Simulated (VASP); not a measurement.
Here is a VASP 6.6.1 calculation.

INCAR

```
PREC = Accurate ; ENCUT = 600
EDIFF = 1E-6 ; ISMEAR = 0
SIGMA = 0.1 ; LREAL = False
LASPH = True ; NELM = 120
ALGO = Normal ; ISIF = 2
LWAVE = False ; LCHARG = False
GGA = PE ; NBANDS = 10
GGA_COMPAT = False
```

The input KPOINTS:

```
Automatic mesh
0
Gamma
  20 20 20
```

The input POSCAR:

```
MgB
1.0
    2.8954896898      0.0000000000      0.0000000000
    0.0000000000      2.8954896898      0.0000000000
    0.0000000000      0.0000000000      2.8944578981
Mg B
1 1
Direct
    0.0000000000      0.0000000000      0.0000000000
    0.5000000000      0.5000000000      0.5000000000
```

Potentials or basis: VASP PAW PBE potentials, release 64 (Mg, B).

The run is started by

```console
$ cat potpaw_PBE.64/Mg/POTCAR potpaw_PBE.64/B/POTCAR > POTCAR
$ mpirun -np 1 vasp_std > vasp.out
```

What does it give for the pressure?

-0.2 GPa.
